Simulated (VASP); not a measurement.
CaSe:

```
Ca Se
1.0
     0.00000    2.96753    2.96753
     2.96753    0.00000    2.96753
     2.96753    2.96753    0.00000
Ca Se
1 1
Direct
  0.00000 0.00000 0.00000
  0.50000 0.50000 0.50000
```

Program: VASP 6.6.1. Alike in all runs: task single point; potentials or basis VASP PAW PBE potentials, release 64 (Ca_sv, Se); no spin polarisation; cell as given; cutoff (eV) 520. Hardware: 1 thread of AMD EPYC 7R13, on a shared host.

Task: Order these runs on this cell by their wall time, lowest first.
A. level r2SCAN; k mesh 8 × 8 × 8; smearing gaussian 0.01 eV
B. level PBE; k mesh 8 × 8 × 8; smearing fermi-dirac 0.02 eV
C. level PBE; k mesh 4 × 4 × 4; smearing gaussian 0.01 eV

Result: C (24 s), B (57 s), A (230 s).

Caveats: some runs use coarse meshes.
